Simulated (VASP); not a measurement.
Runs of VASP 6.6.1 on Zr. The structure is that of space group Fm-3m (No. 225), or close to it. The cells are those of the table. 

| cell | k mesh | gap on the mesh (eV) | pressure (GPa) |
| --- | --- | --- | --- |
| a = 3.104 Å, angles 60.0°, 1 atom | 13 × 13 × 13 | none | 13.7 |
| a = 3.323 Å, angles 60.0°, 1 atom | 13 × 13 × 13 | none | -5.5 |
| a = 3.281 Å, angles 60.0°, 1 atom | 13 × 13 × 13 | none | (a) |
| a = 3.363 Å, angles 60.0°, 1 atom | 13 × 13 × 13 | none | -7.7 |
| a = 3.239 Å, angles 60.0°, 1 atom | 19 × 19 × 19 | none | (b) |

Alike in all rows: task single point; level BLYP; potentials or basis VASP PAW PBE potentials, release 64 (Zr_sv); no spin polarisation; cutoff (eV) 520; smearing fermi-dirac 0.1 eV.

Task: Estimate the missing entries.

Result: (a) -2.9; (b) 0.2.

Caveats: the PAW data sets were made with another functional, which shifts forces and pressure a little.

A k mesh can miss the band edges, and the runs leave out spin-orbit coupling on Zr.

A gap of «none» marks levels without a gap at the run's occupations.
